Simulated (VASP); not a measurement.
# LiNbO (P4/mmm) in VASP: notebook

Runs on LiNbO. Level: PBE. Tasks: single point, relaxation of cell and atoms.

Program: VASP 6.6.1. These are calculated values, not measurements. Logs are shortened: lines on timing, memory, paths and dates and some standing lists are left out, and cuts for length are marked.

### 1 The cell of the first run

Symmetry: P4/mmm, No. 123, tetragonal system. Conventional cell: a = 3.866 Å, b = 3.866 Å, c = 3.874 Å, α = 90.00°, β = 90.00°, γ = 90.00°. Within 3.6 Å of Li (site symmetry 4/mmm) lie 4 Nb at 2.73 Å and 8 O at 3.35 Å. Within 2.6 Å of Nb (site symmetry 4/mmm) lie 2 O at 1.94 Å. Within 2.6 Å of O (site symmetry 4/mmm) lie 2 Nb at 1.94 Å.

### 2 Single point, PBE

Contents of INCAR:

```
SYSTEM = LiNbO
PREC = Accurate ; ENCUT = 520
EDIFF = 1E-6 ; ISMEAR = 0
SIGMA = 0.1 ; LREAL = .False.
LASPH = .True. ; NELM = 80
ALGO = Normal ; ISIF = 2
LWAVE = .False. ; LCHARG = .False.
GGA = PE ; NBANDS = 18
```

Contents of KPOINTS:

```
regular mesh
0
Gamma
  12 12 12
  0 0 0
```

Contents of POSCAR:

```
LiNbO
1.0
    3.8659516156      0.0000000000      0.0000000000
    0.0000000000      3.8659516156      0.0000000000
    0.0000000000      0.0000000000      3.8737807407
Li Nb O
1 1 1
Direct
    0.0000000000      0.0000000000      0.0000000000
    0.5000000000      0.5000000000      0.0000000000
    0.5000000000      0.5000000000      0.5000000000
```

Potentials or basis: VASP PAW PBE potentials, release 64 (Li_sv, Nb_sv, O).

Launch:

```sh
cat potpaw_PBE.64/Li_sv/POTCAR potpaw_PBE.64/Nb_sv/POTCAR potpaw_PBE.64/O/POTCAR > POTCAR
mpirun -np 1 vasp_std > vasp.out
```

OUTCAR:

```text
SYSTEM = LiNbO
   PREC = Accurate
   ENCUT = 520
   EDIFF = 1E-6
   ISMEAR = 0
   LREAL = .False.
   LASPH = .True.
   NELM = 80
   ISIF = 2
   GGA = PE

 ion  position               nearest neighbor table
   1  0.000  0.000  0.000-   2 2.73   2 2.73   2 2.73   2 2.73
   2  0.500  0.500  0.000-   3 1.94   3 1.94   1 2.73   1 2.73   1 2.73   1 2.73
   3  0.500  0.500  0.500-   2 1.94   2 1.94

  LATTYP: Found a simple tetragonal cell.
 ALAT       =     3.8659516156
 C/A-ratio  =     1.0020251482

  Lattice vectors:

 A1 = (   3.8659516156,   0.0000000000,   0.0000000000)
 A2 = (   0.0000000000,   3.8659516156,   0.0000000000)
 A3 = (   0.0000000000,   0.0000000000,   3.8737807407)

Analysis of symmetry for initial positions (statically):
=====================================================================
 Subroutine PRICEL returns:
 Original cell was already a primitive cell.

 Routine SETGRP: Setting up the symmetry group for a
 simple tetragonal supercell.

 Subroutine GETGRP returns: Found 16 space group operations
 (whereof 16 operations were pure point group operations)
 out of a pool of 16 trial point group operations.

The static configuration has the point symmetry D_4h.

Analysis of symmetry for dynamics (positions and initial velocities):
=====================================================================
 Subroutine PRICEL returns:
 Original cell was already a primitive cell.

 Routine SETGRP: Setting up the symmetry group for a
 simple tetragonal supercell.

 Subroutine GETGRP returns: Found 16 space group operations
 (whereof 16 operations were pure point group operations)
 out of a pool of 16 trial point group operations.

The dynamic configuration has the point symmetry D_4h.

 Subroutine INISYM returns: Found 16 space group operations
 (whereof 16 operations are pure point group operations),
 and found     1 'primitive' translations

----------------------------------------------------------------------------------------

                                     Primitive cell

  volume of cell :      57.8959

  direct lattice vectors                    reciprocal lattice vectors
     3.865951616  0.000000000  0.000000000     0.258668524  0.000000000  0.000000000
     0.000000000  3.865951616  0.000000000     0.000000000  0.258668524  0.000000000
     0.000000000  0.000000000  3.873780741     0.000000000  0.000000000  0.258145741

  length of vectors
     3.865951616  3.865951616  3.873780741     0.258668524  0.258668524  0.258145741

  position of ions in fractional coordinates (direct lattice)
     0.000000000  0.000000000  0.000000000
     0.500000000  0.500000000  0.000000000
     0.500000000  0.500000000  0.500000000

  ion indices of the primitive-cell ions
   primitive index   ion index
                 1           1
                 2           2
                 3           3

----------------------------------------------------------------------------------------

 KPOINTS: regular mesh

Automatic generation of k-mesh.
 Grid dimensions read from file:
 generate k-points for:   12   12   12

 Generating k-lattice:

  Cartesian coordinates                     Fractional coordinates (reciprocal lattice)
     0.021555710  0.000000000  0.000000000     0.083333333  0.000000000  0.000000000
     0.000000000  0.021555710  0.000000000     0.000000000  0.083333333  0.000000000
     0.000000000  0.000000000  0.021512145     0.000000000  0.000000000  0.083333333

  Length of vectors
     0.021555710  0.021555710  0.021512145

  Shift w.r.t. Gamma in fractional coordinates (k-lattice)
     0.000000000  0.000000000  0.000000000

 Subroutine IBZKPT returns following result:
 ===========================================

 Found    196 irreducible k-points:

 Following reciprocal coordinates:
            Coordinates               Weight
  0.000000  0.000000  0.000000      1.000000
  0.083333  0.000000  0.000000      4.000000
  0.166667  0.000000  0.000000      4.000000
  0.250000  0.000000  0.000000      4.000000
  0.333333  0.000000  0.000000      4.000000
  0.416667  0.000000  0.000000      4.000000
[... 16 lines left out ...]
  0.333333  0.333333  0.000000      4.000000
  0.416667  0.333333  0.000000      8.000000
 [... further k-points ...]
   k-points           NKPTS =    196   k-points in BZ     NKDIM =    196   number of bands    NBANDS=     18
   number of dos      NEDOS =    301   number of ions     NIONS =      3
   total plane-waves  NPLWV =  27000
   dimension x,y,z NGX =    30 NGY =   30 NGZ =   30
   dimension x,y,z NGXF=    60 NGYF=   60 NGZF=   60
   ions per type =               1   1   1
   NGX,Y,Z   is equivalent  to a cutoff of  12.90, 12.90, 12.87 a.u.
   NGXF,Y,Z  is equivalent  to a cutoff of  25.80, 25.80, 25.75 a.u.
 SYSTEM =  LiNbO
   PREC   = accura    normal or accurate (medium, high low for compatibility)
   ISTART =      0    job   : 0-new  1-cont  2-samecut
   ICHARG =      2    charge: 1-file 2-atom 10-const
   ISPIN  =      1    spin polarized calculation?
   LNONCOLLINEAR =      F non collinear calculations
   LSORBIT =      F    spin-orbit coupling
   LASPH  =      T    aspherical Exc in radial PAW
   ENCUT  =  520.0 eV  38.22 Ry    6.18 a.u.   7.19  7.19  7.20*2*pi/ulx,y,z
   NELM   =     80;   NELMIN=  2; NELMDL= -5     # of ELM steps
   EDIFF  = 0.1E-05   stopping-criterion for ELM
   LREAL  =      F    real-space projection
[... 7 lines left out ...]
   TEBEG  =    0.0;   TEEND  =   0.0 temperature during run
   PSTRESS=    0.0 pullay stress
   NELECT =      22.0000    total number of electrons
   NUPDOWN=      -1.0000    fix difference up-down
   EMIN   =  10.00;   EMAX   =-10.00  energy-range for DOS
   EFERMI =   0.00;   METHOD = LEGACY
   ISMEAR =     0;   SIGMA  =   0.10  broadening in eV -4-tet -1-fermi 0-gaus
   EFERMI_NEDOS =   21; number of points for ismear=-14 and -15
   IALGO  =     38    algorithm
   IMIX   =      4    mixing-type and parameters
     AMIX     =   0.40;   BMIX     =  1.00
     AMIX_MAG =   1.60;   BMIX_MAG =  1.00
  volume/ion in A,a.u.               =      19.30       130.23
  Fermi-wavevector in a.u.,A,eV,Ry     =   1.185768  2.240777 19.130418  1.406046
  Thomas-Fermi vector in A             =   2.321955
   LORBIT       =      0    0 simple, 1 ext, 2 COOP (PROOUT), +10 PAW based schemes
   GGA     = PE    functional components
   LHFCALC =     F    Hartree Fock is set to
   AEXX    =    0.0000 exact exchange contribution
   IVDW    =     0    specifies the selected vdW correction
   LEPSILON=     F    determine dielectric tensor
   LRPA    =     F    only Hartree local field effects (RPA)
 non-spin polarized calculation
 Gauss-broadening in eV      SIGMA  =   0.10
  energy-cutoff  :      520.00
  volume of cell :       57.90
 maximum number of plane-waves:      1596
 NGX is ok and might be reduce to    30
   NGX = 15   NGY = 15   NGZ = 15

 number of electron      22.0000002 magnetization

 Free energy of the ion-electron system (eV)
  ---------------------------------------------------
  ext. energy  EPLUGINS =         0.00000000
  ---------------------------------------------------
  free energy    TOTEN  =       -18.35662077 eV

  energy without entropy =      -18.34215633  energy(sigma->0) =      -18.34938855

 E-fermi :   3.6629     XC(G=0):  -8.7677

 val. band max:        3.6594130005   @ k =   0.3333   0.0000   0.2500
 cond. band min:       3.6659154752   @ k =   0.3333   0.0833   0.5000
 fundamental gap:      0.0065024747
 Fermi energy:         3.6628585761

 k-point     1 :       0.0000    0.0000    0.0000
  band No.  band energies     occupation
      1     -51.8517      2.00000
      2     -42.4130      2.00000
      3     -28.4111      2.00000
      4     -27.6966      2.00000
      5     -27.6966      2.00000
      6     -15.8968      2.00000
[... 10 lines left out ...]
     17       9.3428      0.00000
     18       9.4558      0.00000

 k-point     2 :       0.0833    0.0000    0.0000
  band No.  band energies     occupation
      1     -51.8516      2.00000
      2     -42.4131      2.00000
      3     -28.4109      2.00000
      4     -27.6992      2.00000
      5     -27.6963      2.00000
      6     -15.8948      2.00000
[... 10 lines left out ...]
     17       9.5654      0.00000
     18       9.5920      0.00000

 k-point     3 :       0.1667    0.0000    0.0000
  band No.  band energies     occupation
      1     -51.8512      2.00000
      2     -42.4132      2.00000
      3     -28.4103      2.00000
      4     -27.7065      2.00000
      5     -27.6956      2.00000
      6     -15.8893      2.00000
[... 10 lines left out ...]
     17       9.9731      0.00000
     18      10.1675      0.00000

 k-point     4 :       0.2500    0.0000    0.0000
  band No.  band energies     occupation
      1     -51.8507      2.00000
      2     -42.4133      2.00000
      3     -28.4095      2.00000
      4     -27.7164      2.00000
      5     -27.6946      2.00000
      6     -15.8818      2.00000
[... 10 lines left out ...]
     17      10.5402      0.00000
     18      11.0226      0.00000

 k-point     5 :       0.3333    0.0000    0.0000
  band No.  band energies     occupation
      1     -51.8502      2.00000
      2     -42.4134      2.00000
      3     -28.4088      2.00000
      4     -27.7263      2.00000
      5     -27.6936      2.00000
      6     -15.8741      2.00000
[... 10 lines left out ...]
     17      11.2347      0.00000
     18      12.0159      0.00000

 k-point     6 :       0.4167    0.0000    0.0000
  band No.  band energies     occupation
      1     -51.8498      2.00000
      2     -42.4136      2.00000
      3     -28.4082      2.00000
      4     -27.7336      2.00000
      5     -27.6928      2.00000
      6     -15.8687      2.00000
[... 307 lines left out ...]
 k-point    21 :       0.4167    0.2500    0.0000
  band No.  band energies     occupation
      1     -51.8489      2.00000
      2     -42.4132      2.00000
      3     -28.4067      2.00000
      4     -27.7332      2.00000
      5     -27.7143      2.00000
      6     -15.8545      2.00000
[... 10 lines left out ...]
     17      10.5490      0.00000
     18      11.9680      0.00000

 k-point    22 :       0.5000    0.2500    0.0000
  band No.  band energies     occupation
      1     -51.8487      2.00000
      2     -42.4132      2.00000
      3     -28.4065      2.00000
      4     -27.7359      2.00000
      5     -27.7142      2.00000
      6     -15.8526      2.00000
[... 10 lines left out ...]
     17      10.5277      0.00000
     18      12.0890      0.00000

 k-point    23 :       0.3333    0.3333    0.0000
  band No.  band energies     occupation
      1     -51.8487      2.00000
      2     -42.4132      2.00000
      3     -28.4065      2.00000
      4     -27.7259      2.00000
      5     -27.7247      2.00000
      6     -15.8528      2.00000
[... 10 lines left out ...]
     17      10.3214      0.00000
     18      11.7988      0.00000

 k-point    24 :       0.4167    0.3333    0.0000
  band No.  band energies     occupation
      1     -51.8484      2.00000
      2     -42.4131      2.00000
      3     -28.4060      2.00000
      4     -27.7330      2.00000
      5     -27.7250      2.00000
      6     -15.8475      2.00000
[... 10 lines left out ...]
     17      10.1098      0.00000
     18      11.8654      0.00000

 [... further k-points ...]
[... 5 lines left out ...]
  --------------------------------------------------------------------------------------
  -------------------------------------------------------------------------------------
  Total       -0.0345921     -0.0345921     -0.1520702      0.0000000     -0.0000000     -0.0000000
  in kB       -0.9572801     -0.9572801     -4.2083024      0.0000000     -0.0000000     -0.0000000
  external PRESSURE =      -2.0409542 kB  Pullay stress =       0.0000000 kB

 VOLUME and BASIS-vectors are now :
 -----------------------------------------------------------------------------
  energy-cutoff  :      520.00
  volume of cell :       57.90
      direct lattice vectors                 reciprocal lattice vectors
     3.865951616  0.000000000  0.000000000     0.258668524  0.000000000  0.000000000
     0.000000000  3.865951616  0.000000000     0.000000000  0.258668524  0.000000000
     0.000000000  0.000000000  3.873780741     0.000000000  0.000000000  0.258145741

 POSITION                                       TOTAL-FORCE (eV/Angst)
 -----------------------------------------------------------------------------------
      0.00000      0.00000      0.00000         0.000000      0.000000      0.000000
      1.93298      1.93298      0.00000         0.000000      0.000000      0.000000
      1.93298      1.93298      1.93689         0.000000      0.000000      0.000000
 -----------------------------------------------------------------------------------
    total drift:                                0.000000      0.000000      0.000000

  FREE ENERGIE OF THE ION-ELECTRON SYSTEM (eV)
  ---------------------------------------------------
  free  energy   TOTEN  =       -18.3566207673 eV

  energy  without entropy=      -18.3421563348  energy(sigma->0) =      -18.34938855
```

Run time: 79 s. Hardware: 1 thread of Intel Xeon 6975P-C (Granite Rapids), shared host; peak memory 0.32 GiB.

Results:

```yaml
Free_energy: -18.3566 eV
Band_gap_on_the_k_mesh: zero (band 11 reaches 5.46 eV, above the bottom of band 12 at 3.40 eV)
```

Caveat: the cutoff is under 1.25 times the usual one of these potentials, so pressure, stress and relaxed cells hold a basis-set (Pulay) error.

(Part 1 of 2 ends here.)
